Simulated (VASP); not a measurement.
Wanted: the native input for a VASP 6.6.1 run.

```
Task                   : single point
Functional             : PBE
Potentials or basis    : VASP PAW PBE potentials, release 64 (Rh_pv)
Cutoff                 : 520 eV
k mesh                 : 34 × 34 × 34
Occupations            : fermi-dirac, width 0.0612256 eV
Spin                   : no spin polarisation
Dipole correction      : no
Further INCAR settings : ALGO = Normal; EDIFF = 1e-07; NBANDS = 22
```

The structure of Rh lies in POSCAR:

```
Rh
1.0
    0.0000000000      2.7754149789      2.7754149789
    2.7754149789      0.0000000000      2.7754149789
    2.7754149789      2.7754149789      0.0000000000
Rh
2
Direct
    0.0000000000      0.0000000000      0.0000000000
    0.2500000000      0.2500000000      0.2500000000
```

This isn't the form of Rh at room conditions, which is fcc.

One way to write it, as run:

INCAR

```
  PREC = Accurate
  ENCUT = 520
  EDIFF = 1E-7
  ISMEAR = -1
  SIGMA = 0.06122561905347299
  LREAL = False
  LASPH = True
  NELM = 100
  ALGO = Normal
  ISIF = 2
  LWAVE = False
  LCHARG = False
  GGA = PE
  NBANDS = 22
```

KPOINTS

```
Automatic mesh
0
Gamma
  34 34 34
```

Potentials or basis: VASP PAW PBE potentials, release 64 (Rh_pv).

Command:

```console
$ cat potpaw_PBE.64/Rh_pv/POTCAR > POTCAR
$ mpirun -np 1 vasp_std > vasp.out
```

Results of the run:

```
Pressure               : -2.4 GPa
Band gap on the k mesh : zero (bands 15 and 16 overlap by 1.19 eV)
```

Wall time 16 min on 1 thread of Oxide Virtual Turin-like Processor, on a shared host, peak memory 0.76 GiB.
